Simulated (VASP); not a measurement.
# CSO4 in VASP: notebook, part 2 of 2

VASP 6.6.1. Earlier steps stand in the parts before.

**4. Single point, PBE**

This run uses another cell than the first one, of 22.20 Å³/atom, 1.079 times its volume.

File INCAR:

```
PREC     = Accurate       # precision mode
ENCUT    = 520            # plane-wave cutoff, eV
EDIFF    = 1E-6           # SCF threshold, eV
ISMEAR   = -1             # smearing method
SIGMA    = 0.02           # smearing width, eV
LREAL    = Auto         
LASPH    = True           # aspherical terms in the spheres
NELM     = 100            # most SCF steps
ALGO     = Normal         # electronic algorithm
ISIF     = 2              # what is computed and relaxed
LWAVE    = False          # write WAVECAR
LCHARG   = True           # write CHGCAR
GGA      = PE             # functional
LELF     = True           # ELF
LVHAR    = True         
NBANDS   = 126            # bands
```

File KPOINTS:

```
Automatic mesh
0
Gamma
  1 1 1
```

File POSCAR:

```
CSO4
1.0
    9.8035460000      0.0639320000      0.7346130000
    0.0639320000      9.4888850000     -0.0327930000
    0.7346130000     -0.0327930000      8.6473770000
C O S
6 24 6
Direct
    0.0243485418      0.1326729274      0.8103803024
    0.3621670335     -0.0587319787      0.9012006058
    0.4352559618      0.5265814354      0.7927749070
    0.8389696787      0.5510615106      0.6890589976
    0.6044939688      0.2016406961      0.1217297772
    0.8266834674      0.4152955450      0.2483211227
    0.0501791648      0.2490358533      0.7800636385
   -0.0048122162      0.0164298242      0.8414313265
    0.3105574517     -0.0706336282      0.7904182008
    0.4305020815     -0.0442731258      0.9977818390
    0.4334429938      0.4039440130      0.7925216719
    0.4249373445      0.6483156547      0.8007741212
    0.7186126569      0.5503795515      0.7053522007
    0.9568910817      0.5538022418      0.6721478905
    0.6322087502      0.1036889962      0.1924596911
    0.5599971085      0.3012954575      0.0658580314
    0.7937351481      0.4669815080      0.3713872503
    0.8556873424      0.3507537509      0.1301438832
    0.4945535275      0.6131636910      0.2396104653
    0.6395161278      0.7688986817      0.3743698966
    0.0723030641      0.8813143126      0.1254121532
    0.0107382613      0.9395584030      0.4100922710
    0.8130074483      0.1894981728      0.5886488322
    0.5870846935      0.0897355977      0.5557364564
    0.1815797232      0.4619246211      0.3158711675
    0.1475416688      0.3105927917      0.0948957402
    0.7943342795      0.7921208790     -0.1241939918
    0.8785470456      0.6438975687      0.0712728556
    0.4110813529      0.3700384132      0.4828225905
    0.2842353850      0.1660162534      0.4019416711
    0.5142642432      0.6950612734      0.3791794837
    0.1025843753      0.8693286210      0.2841379620
    0.7364009957      0.0609543572      0.5662328740
    0.1794449136      0.4473698314      0.1528727188
    0.8084767367      0.7718753261      0.0373170485
    0.3309936191      0.2430166495      0.5281043060
```

The run is started by

```console
> cat potpaw_PBE.64/C/POTCAR potpaw_PBE.64/O/POTCAR potpaw_PBE.64/S/POTCAR > POTCAR
> mpirun -np 1 vasp_gam > vasp.out
```

Wall time 2.6 min (1 thread of Intel Xeon 6975P-C (Granite Rapids), shared host); peak memory 0.74 GiB.

It converged, with:

```
Free energy            : -240.0408 eV
Pressure               : 1.3 GPa
Largest force          : 3.098 eV/Å
Band gap on the k mesh : 2.73 eV
```

Forces on the atoms (eV/Å):
```
C   -0.308 -0.474  0.151
C    0.671  0.080 -0.863
C   -0.449 -0.955  0.337
C   -2.174  0.014  0.068
C   -1.249  0.630  0.333
C   -0.058 -1.324 -0.912
O    0.511  1.648 -0.427
O   -0.204 -1.018  0.200
O   -1.282 -0.077 -0.924
O    0.567  0.103  1.709
O    0.283 -1.047  0.105
O    0.164  1.947 -0.098
O   -0.854 -0.160  0.059
O    3.091  0.024 -0.209
O    0.765 -0.692  0.048
O    0.420 -0.024 -0.399
O   -0.002  0.618  0.437
O   -0.111  0.516  0.512
O    0.267  0.790  0.954
O    1.547  0.914  0.143
O    0.193 -0.042  0.507
O    0.182 -0.249 -0.330
O   -0.129 -1.085 -0.120
O    2.256 -0.944  0.318
O   -0.008  0.440  1.467
O    0.110 -0.095 -0.153
O   -0.229  0.251 -0.165
O    0.263 -0.322  0.268
O   -0.535 -0.865  0.182
O   -0.038 -0.311  0.039
S   -1.852 -1.608 -1.076
S   -0.199  0.333 -0.029
S   -2.199  1.921 -0.076
S    0.058 -0.310 -1.390
S   -0.097  0.327 -0.167
S    0.629  1.045 -0.499
```

Stress tensor (GPa, compression positive):
```
 1.31  0.32  0.35
 0.32  1.48 -0.24
 0.35 -0.24  1.17
```

Levels at points of the mesh, in eV from the valence-band top:
| k point | band 99 | band 100 | band 101 | band 102 | band 103 | band 104 | band 105 | band 106 |
| --- | --- | --- | --- | --- | --- | --- | --- | --- |
| (0.00, 0.00, 0.00) | -0.39 | -0.37 | -0.24 | 0.00 | 2.73 | 2.86 | 3.06 | 3.25 |

Caveat: the k points lie up to 0.73 Å⁻¹ apart.

**5. Single point, PBE**

This run uses another cell than the first one, of 23.33 Å³/atom, 1.135 times its volume.

File INCAR:

```
SYSTEM = CSO4
PREC     = Accurate       ! precision mode
ENCUT    = 520            ! plane-wave cutoff, eV
EDIFF    = 1E-6           ! SCF threshold, eV
ISMEAR   = -1             ! smearing method
SIGMA    = 0.02           ! smearing width, eV
LREAL    = Auto         
LASPH    = .TRUE.         ! aspherical terms in the spheres
NELM     = 60             ! most SCF steps
ALGO     = Normal         ! electronic algorithm
ISIF     = 2              ! what is computed and relaxed
LWAVE    = .FALSE.        ! write WAVECAR
LCHARG   = .FALSE.        ! write CHGCAR
GGA      = PE             ! functional
NBANDS   = 126            ! bands
```

File KPOINTS:

```
Automatic mesh
0
G
  1 1 1
  0 0 0
```

File POSCAR:

```
CSO4
1.0
    9.4353880000      0.0000000000      0.0000000000
    0.0000000000      9.4353880000      0.0000000000
    0.0000000000      0.0000000000      9.4353880000
C O S
6 24 6
Direct
    0.0452339639      0.2099754668      0.8357790904
    0.3833970580     -0.0238675929      0.8704888448
    0.3984467835      0.5193851064      0.7917215487
    0.7827341070      0.5268039852      0.6747152316
    0.5625311858      0.1370902818      0.2015497402
    0.8152499929      0.4042970994      0.2081843375
    0.1027832666      0.3202623994      0.8354505400
   -0.0166924773      0.1023275354      0.8333838524
    0.3276706798      0.0547937191      0.7930675453
    0.4247944017     -0.0924286314      0.9654928870
    0.4496900392      0.4120445285      0.8336276155
    0.3415333847      0.6160848923      0.7383798101
    0.6856103851      0.5806014549      0.6193597974
    0.8955964503      0.4801710327      0.7028539791
    0.6196565525      0.0450749879      0.2631476310
    0.5180285114      0.2411135610      0.1463850771
    0.7404676946      0.4301571912      0.3025100823
    0.8825498220      0.3725019045      0.1139327816
    0.5380912793      0.7281205606      0.2300488332
    0.4243386705      0.8009951472      0.4610303254
    0.1264388915      0.9821853643      0.1477416721
   -0.0411535805      1.0273981314      0.3516654535
    0.7926542078      0.1991015102      0.6150038557
    0.6286227975      0.0069737461      0.6944176540
    0.1427074329      0.5487956616      0.2290101901
    0.2218244761      0.3054140434      0.1530832648
    0.6937075614      0.6816995761     -0.0561291173
    0.8539341466      0.7334939485      0.1371008802
    0.4049965937      0.3292922347      0.4441894705
    0.2886897709      0.0959790949      0.4829478131
    0.4713107717      0.6938983325      0.3656341424
    0.0759269253      0.9451863559      0.2935014437
    0.7393230676      0.0552600487      0.5983855672
    0.1928696520      0.4525304100      0.1174938434
    0.7500168515      0.7911492352      0.0360239558
    0.2756007490      0.2489139821      0.4592815897
```

The run is started by

```console
> cat potpaw_PBE.64/C/POTCAR potpaw_PBE.64/O/POTCAR potpaw_PBE.64/S/POTCAR > POTCAR
> mpirun -np 1 vasp_gam > vasp.out
```

It took 2 min on 1 thread of Intel Xeon 6975P-C (Granite Rapids), shared host; peak memory 0.67 GiB.

The run converged. Its results:

```yaml
Free_energy: -240.1180 eV
Pressure: 0.3 GPa
Largest_force: 5.033 eV/Å
Band_gap_on_the_k_mesh: 3.04 eV
```

Forces in eV/Å, atoms in the order of the input:
```
C   -0.176  0.177 -0.107
C   -0.667  0.429  1.036
C    0.329 -1.692 -0.235
C    1.877 -0.110 -1.183
C    0.293  1.571 -0.105
C   -2.221  0.701  2.539
O    0.338  0.002  0.057
O    0.004 -0.387  0.164
O   -0.129  0.317 -1.039
O    0.699 -0.676  0.042
O   -0.264  1.177  0.014
O   -0.047  0.547  0.222
O   -1.173  0.177  0.396
O   -0.796  0.105  0.727
O   -0.265 -0.364 -0.115
O    0.097 -1.226  0.154
O   -0.753  0.532  1.348
O    2.957 -1.209 -3.889
O   -0.312  0.190  0.551
O   -0.223  1.124  0.457
O   -0.711 -0.518  2.102
O    0.302 -0.150 -0.175
O   -0.282 -0.393 -0.165
O    0.306  0.083 -0.125
O    0.406 -0.653 -0.525
O   -0.192  0.302  0.109
O   -0.344  0.419 -0.413
O   -0.388  0.960 -0.264
O    0.253  0.185  0.038
O   -0.121  0.746 -0.312
S    0.454 -1.446 -0.946
S    0.403  0.555 -2.003
S   -0.146  0.268  0.221
S   -0.175  0.468  0.488
S    0.836 -1.420  0.610
S   -0.170 -0.791  0.323
```

Stress tensor (GPa, compression positive):
```
 0.74 -0.10 -0.13
-0.10 -0.23  0.48
-0.13  0.48  0.52
```

Levels at points of the mesh, in eV from the valence-band top:
```tsv
k point	band 98	band 99	band 100	band 101	band 102	band 103	band 104	band 105	band 106	band 107
(0.00, 0.00, 0.00)	-0.40	-0.20	-0.12	-0.07	0.00	3.04	3.15	3.26	3.38	3.43
```

Caveat: the k points lie up to 0.67 Å⁻¹ apart.

**6. Summary**

| cell | gap on the mesh (eV) | pressure (GPa) | largest force (eV/Å) |
| --- | --- | --- | --- |
| a = 9.535, b = 8.998, c = 8.672 Å, angles 86.6, 85.6, 88.8°, 36 atoms | 2.37 | 1.4 | 3.46 |
| a = 10.120, b = 9.017, c = 8.698 Å, angles 95.8, 79.5, 91.9°, 36 atoms | 2.96 | 0.3 | 2.83 |
| a = 9.831, b = 9.489, c = 8.679 Å, angles 90.4, 80.9, 89.3°, 36 atoms | 2.73 | 1.3 | 3.10 |
| a = 9.435 Å, 36 atoms | 3.04 | 0.3 | 5.03 |

Alike in all rows: task single point; level PBE; potentials or basis VASP PAW PBE potentials, release 64 (C, O, S); no spin polarisation; k mesh 1 × 1 × 1; cutoff (eV) 520; smearing fermi-dirac 0.02 eV.

Caveats: all runs use coarse meshes.

Absolute energies hang on the potentials; compare differences alone.
